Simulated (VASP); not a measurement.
# CdSe (F-43m) in VASP: notebook, part 2 of 3

VASP 6.6.1. Earlier steps stand in the parts before.

## (5) Single point, PBE (volume scaled by 1.06)

INCAR

```
  PREC = Accurate
  ENCUT = 520
  EDIFF = 1E-6
  ISMEAR = 0
  SIGMA = 0.02
  LREAL = False
  LASPH = True
  NELM = 80
  ALGO = Normal
  ISIF = 2
  LWAVE = False
  LCHARG = False
  GGA = PE
  NBANDS = 16
```

KPOINTS

```
regular mesh
0
Gamma
  10 10 10
```

POSCAR

```
CdSe
1.0
    0.0000000000      3.1591832838      3.1591832838
    3.1591832838      0.0000000000      3.1591832838
    3.1591832838      3.1591832838      0.0000000000
Cd Se
1 1
Direct
    0.0000000000      0.0000000000      0.0000000000
    0.2500000000      0.2500000000      0.2500000000
```

Potentials or basis: VASP PAW PBE potentials, release 64 (Cd, Se).

Launch:

```console
$ cat potpaw_PBE.64/Cd/POTCAR potpaw_PBE.64/Se/POTCAR > POTCAR
$ mpirun -np 1 vasp_std > vasp.out
```

OUTCAR:

```text
PREC = Accurate
   ENCUT = 520
   EDIFF = 1E-6
   ISMEAR = 0
   LREAL = False
   LASPH = True
   NELM = 80
   ISIF = 2
   GGA = PE

 ion  position               nearest neighbor table
   1  0.000  0.000  0.000-   2 2.74   2 2.74   2 2.74   2 2.74
   2  0.250  0.250  0.250-   1 2.74   1 2.74   1 2.74   1 2.74

  LATTYP: Found a face centered cubic cell.
 ALAT       =     6.3183665676

  Lattice vectors:

 A1 = (   0.0000000000,   3.1591832838,   3.1591832838)
 A2 = (   3.1591832838,   0.0000000000,   3.1591832838)
 A3 = (   3.1591832838,   3.1591832838,   0.0000000000)

Analysis of symmetry for initial positions (statically):
=====================================================================
 Subroutine PRICEL returns:
 Original cell was already a primitive cell.

 Routine SETGRP: Setting up the symmetry group for a
 face centered cubic supercell.

 Subroutine GETGRP returns: Found 24 space group operations
 (whereof 24 operations were pure point group operations)
 out of a pool of 48 trial point group operations.

The static configuration has the point symmetry T_d .

Analysis of symmetry for dynamics (positions and initial velocities):
=====================================================================
 Subroutine PRICEL returns:
 Original cell was already a primitive cell.

 Routine SETGRP: Setting up the symmetry group for a
 face centered cubic supercell.

 Subroutine GETGRP returns: Found 24 space group operations
 (whereof 24 operations were pure point group operations)
 out of a pool of 48 trial point group operations.

The dynamic configuration has the point symmetry T_d .

 Subroutine INISYM returns: Found 24 space group operations
 (whereof 24 operations are pure point group operations),
 and found     1 'primitive' translations

----------------------------------------------------------------------------------------

                                     Primitive cell

  volume of cell :      63.0601

  direct lattice vectors                    reciprocal lattice vectors
     0.000000000  3.159183284  3.159183284    -0.158268753  0.158268753  0.158268753
     3.159183284  0.000000000  3.159183284     0.158268753 -0.158268753  0.158268753
     3.159183284  3.159183284  0.000000000     0.158268753  0.158268753 -0.158268753

  length of vectors
     4.467759846  4.467759846  4.467759846     0.274129522  0.274129522  0.274129522

  position of ions in fractional coordinates (direct lattice)
     0.000000000  0.000000000  0.000000000
     0.250000000  0.250000000  0.250000000

  ion indices of the primitive-cell ions
   primitive index   ion index
                 1           1
                 2           2

----------------------------------------------------------------------------------------

 KPOINTS: regular mesh

Automatic generation of k-mesh.
 Grid dimensions read from file:
 generate k-points for:   10   10   10

 Generating k-lattice:

  Cartesian coordinates                     Fractional coordinates (reciprocal lattice)
    -0.015826875  0.015826875  0.015826875     0.100000000  0.000000000  0.000000000
     0.015826875 -0.015826875  0.015826875     0.000000000  0.100000000  0.000000000
     0.015826875  0.015826875 -0.015826875     0.000000000  0.000000000  0.100000000

  Length of vectors
     0.027412952  0.027412952  0.027412952

  Shift w.r.t. Gamma in fractional coordinates (k-lattice)
     0.000000000  0.000000000  0.000000000

 Subroutine IBZKPT returns following result:
 ===========================================

 Found     47 irreducible k-points:

 Following reciprocal coordinates:
            Coordinates               Weight
  0.000000  0.000000  0.000000      1.000000
  0.100000  0.000000  0.000000      8.000000
  0.200000  0.000000  0.000000      8.000000
  0.300000  0.000000  0.000000      8.000000
  0.400000  0.000000  0.000000      8.000000
  0.500000  0.000000  0.000000      4.000000
[... 16 lines left out ...]
  0.300000  0.300000  0.000000      6.000000
  0.400000  0.300000  0.000000     24.000000
 [... further k-points ...]
   k-points           NKPTS =     47   k-points in BZ     NKDIM =     47   number of bands    NBANDS=     16
   number of dos      NEDOS =    301   number of ions     NIONS =      2
   total plane-waves  NPLWV =  46656
   dimension x,y,z NGX =    36 NGY =   36 NGZ =   36
   dimension x,y,z NGXF=    72 NGYF=   72 NGZF=   72
   ions per type =               1   1
   NGX,Y,Z   is equivalent  to a cutoff of  13.40, 13.40, 13.40 a.u.
   NGXF,Y,Z  is equivalent  to a cutoff of  26.79, 26.79, 26.79 a.u.
 SYSTEM =  unknown system
   PREC   = accura    normal or accurate (medium, high low for compatibility)
   ISTART =      0    job   : 0-new  1-cont  2-samecut
   ICHARG =      2    charge: 1-file 2-atom 10-const
   ISPIN  =      1    spin polarized calculation?
   LNONCOLLINEAR =      F non collinear calculations
   LSORBIT =      F    spin-orbit coupling
   LASPH  =      T    aspherical Exc in radial PAW
   ENCUT  =  520.0 eV  38.22 Ry    6.18 a.u.   8.31  8.31  8.31*2*pi/ulx,y,z
   NELM   =     80;   NELMIN=  2; NELMDL= -5     # of ELM steps
   EDIFF  = 0.1E-05   stopping-criterion for ELM
   LREAL  =      F    real-space projection
   EDIFFG = 0.1E-04   stopping-criterion for IOM
   NSW    =      0    number of steps for IOM
   IBRION =     -1    ionic relax: 0-MD 1-quasi-New 2-CG
   NFREE  =      0    steps in history (QN), initial steepest desc. (CG)
   ISIF   =      2    stress and relaxation
   ISYM   =      2    0-nonsym 1-usesym 2-fastsym
   POTIM  = 0.5000    time-step for ionic-motion
   TEBEG  =    0.0;   TEEND  =   0.0 temperature during run
   PSTRESS=    0.0 pullay stress
   NELECT =      18.0000    total number of electrons
   NUPDOWN=      -1.0000    fix difference up-down
   EMIN   =  10.00;   EMAX   =-10.00  energy-range for DOS
   EFERMI =   0.00;   METHOD = LEGACY
   ISMEAR =     0;   SIGMA  =   0.02  broadening in eV -4-tet -1-fermi 0-gaus
   EFERMI_NEDOS =   21; number of points for ismear=-14 and -15
   IALGO  =     38    algorithm
   IMIX   =      4    mixing-type and parameters
     AMIX     =   0.40;   BMIX     =  1.00
     AMIX_MAG =   1.60;   BMIX_MAG =  1.00
  volume/ion in A,a.u.               =      31.53       212.78
  Fermi-wavevector in a.u.,A,eV,Ry     =   1.077906  2.036947 15.808352  1.161881
  Thomas-Fermi vector in A             =   2.213830
   LORBIT       =      0    0 simple, 1 ext, 2 COOP (PROOUT), +10 PAW based schemes
   GGA     = PE    functional components
   LHFCALC =     F    Hartree Fock is set to
   AEXX    =    0.0000 exact exchange contribution
   IVDW    =     0    specifies the selected vdW correction
   LEPSILON=     F    determine dielectric tensor
   LRPA    =     F    only Hartree local field effects (RPA)
 non-spin polarized calculation
 Gauss-broadening in eV      SIGMA  =   0.02
  energy-cutoff  :      520.00
  volume of cell :       63.06
 maximum number of plane-waves:      1724
 NGX is ok and might be reduce to    36
   NGX = 17   NGY = 17   NGZ = 17

 number of electron      18.0000004 magnetization

 Free energy of the ion-electron system (eV)
  ---------------------------------------------------
  ext. energy  EPLUGINS =         0.00000000
  ---------------------------------------------------
  free energy    TOTEN  =        -5.47771506 eV

  energy without entropy =       -5.47771506  energy(sigma->0) =       -5.47771506

 E-fermi :   0.1901     XC(G=0):  -8.3771

 val. band max:        0.1006473275   @ k =   0.0000   0.0000   0.0000
 cond. band min:       0.4724568146   @ k =   0.0000   0.0000   0.0000
 fundamental gap:      0.3718094872
 Fermi energy:         0.1900899293

 k-point     1 :       0.0000    0.0000    0.0000
  band No.  band energies     occupation
      1     -11.9191      2.00000
      2      -7.5172      2.00000
      3      -7.5172      2.00000
      4      -7.5172      2.00000
      5      -7.2523      2.00000
      6      -7.2523      2.00000
[... 8 lines left out ...]
     15      10.9327      0.00000
     16      10.9327      0.00000
[... 419 lines left out ...]
 k-point    24 :       0.4000    0.3000    0.0000
  band No.  band energies     occupation
      1     -11.6222      2.00000
      2      -7.3928      2.00000
      3      -7.3792      2.00000
      4      -7.3351      2.00000
      5      -7.2210      2.00000
      6      -7.1147      2.00000
[... 8 lines left out ...]
     15      12.0251      0.00000
     16      13.0698      0.00000

 [... further k-points ...]

------------------------ aborting loop because EDIFF is reached ----------------------------------------

  FORCE on cell =-STRESS in cart. coord.  units (eV):
  Direction    XX          YY          ZZ          XY          YZ          ZX
  --------------------------------------------------------------------------------------
  -------------------------------------------------------------------------------------
  Total       -0.8249911     -0.8249911     -0.8249911      0.0000000      0.0000000      0.0000000
  in kB      -20.9606815    -20.9606815    -20.9606815      0.0000000      0.0000000      0.0000000
  external PRESSURE =     -20.9606815 kB  Pullay stress =       0.0000000 kB

 VOLUME and BASIS-vectors are now :
 -----------------------------------------------------------------------------
  energy-cutoff  :      520.00
  volume of cell :       63.06
      direct lattice vectors                 reciprocal lattice vectors
     0.000000000  3.159183284  3.159183284    -0.158268753  0.158268753  0.158268753
     3.159183284  0.000000000  3.159183284     0.158268753 -0.158268753  0.158268753
     3.159183284  3.159183284  0.000000000     0.158268753  0.158268753 -0.158268753

 POSITION                                       TOTAL-FORCE (eV/Angst)
 -----------------------------------------------------------------------------------
      0.00000      0.00000      0.00000        -0.000000     -0.000000     -0.000000
      1.57959      1.57959      1.57959         0.000000      0.000000      0.000000
 -----------------------------------------------------------------------------------
    total drift:                               -0.000000     -0.000000     -0.000000

  FREE ENERGIE OF THE ION-ELECTRON SYSTEM (eV)
  ---------------------------------------------------
  free  energy   TOTEN  =        -5.4777150616 eV

  energy  without entropy=       -5.4777150616  energy(sigma->0) =       -5.47771506
```

OSZICAR:

```text
N       E                     dE             d eps       ncg     rms          rms(c)
DAV:   1     0.106371935577E+03    0.10637E+03   -0.86499E+03  1528   0.996E+02
DAV:   2    -0.155357192863E+01   -0.10793E+03   -0.10226E+03  1808   0.244E+02
DAV:   3    -0.585600386100E+01   -0.43024E+01   -0.42945E+01  1784   0.502E+01
DAV:   4    -0.587623503588E+01   -0.20231E-01   -0.20230E-01  1888   0.343E+00
DAV:   5    -0.587636855008E+01   -0.13351E-03   -0.13351E-03  1800   0.245E-01    0.492E+00
DAV:   6    -0.549578682743E+01    0.38058E+00   -0.58805E-01  2184   0.825E+00    0.406E+00
DAV:   7    -0.547649617207E+01    0.19291E-01   -0.12554E-01  1768   0.234E+00    0.183E+00
DAV:   8    -0.547730672224E+01   -0.81055E-03   -0.10771E-02  1712   0.120E+00    0.229E-01
DAV:   9    -0.547758454336E+01   -0.27782E-03   -0.12695E-03  1816   0.400E-01    0.568E-02
DAV:  10    -0.547765942713E+01   -0.74884E-04   -0.13324E-04  1896   0.134E-01    0.465E-02
DAV:  11    -0.547771516107E+01   -0.55734E-04   -0.85248E-05  1808   0.555E-02    0.180E-02
DAV:  12    -0.547771506165E+01    0.99424E-07   -0.10276E-06  1688   0.852E-03
   1 F= -.54777151E+01 E0= -.54777151E+01  d E =-.697741E-13
```

Wall time 95 s (1 thread of AMD EPYC 7R13, shared host); peak memory 0.2 GiB.

Results:

```yaml
Free_energy: -5.4777 eV
Pressure: -2.1 GPa
Band_gap_on_the_k_mesh: 0.37 eV, direct
```

(Continued in part 3 of 3.)
